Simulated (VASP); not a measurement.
**B: single point with PBE0**

B:

```xyz
2
Lattice="1.6246 0.0000 0.0000 0.0000 2.8662 0.0000 0.0000 0.0000 3.9144" Properties=species:S:1:pos:R:3 pbc="T T T"
B     0.0000    1.4331    2.3849
B     0.8123    0.0000    1.5295
```

```
Program                            : VASP 6.6.1
Task                               : single point
Functional                         : PBE0
Potentials or basis                : VASP PAW PBE potentials, release 64 (B)
Cutoff                             : 520 eV
k mesh                             : 8 × 5 × 4
Occupations                        : fermi-dirac, width 0.1 eV
Spin                               : no spin polarisation
Dipole correction                  : no
Grid for exact exchange (PRECFOCK) : Normal
Further INCAR settings             : ALGO = Normal; EDIFF = 1e-06; NBANDS = 10
```

| Property | Result |
| --- | --- |
| Pressure | -1.9 GPa |
| Largest force | 0.282 eV/Å |
| Band gap on the k mesh | zero (band 3 reaches 12.16 eV, above the bottom of band 4 at 0.24 eV) |

Forces in eV/Å, atoms in the order of the input:
```
B    0.000  0.000  0.282
B    0.000  0.000 -0.282
```

Stress tensor (GPa, compression positive):
```
-9.80  0.00  0.00
 0.00  1.54  0.00
 0.00  0.00  2.50
```

Levels at points of the mesh, in eV from the Fermi level:
```tsv
k point	band 1	band 2	band 3	band 4	band 5	band 6	band 7
(0.00, 0.00, 0.00)	-19.11	-7.77	-7.01	-3.70	3.38	9.17	12.23
(0.50, 0.00, 0.00)	-8.91	-8.91	7.40	7.40	8.35	8.35	11.87
(0.00, 0.00, 0.50)	-18.84	-10.27	-6.90	1.42	3.59	7.94	10.74
(0.50, 0.00, 0.50)	-8.83	-8.83	6.15	6.15	8.41	8.41	12.07
```

It took 9.1 min on 1 thread of AMD EPYC 7R13 (shared host), peak memory 0.1 GiB.

Caveat: the k points lie up to 0.48 Å⁻¹ apart; the PAW data sets were made with another functional, which shifts forces and pressure a little; this functional lacks dispersion, which binds the layers, so the pressure and a relaxed spacing across them are unreliable.
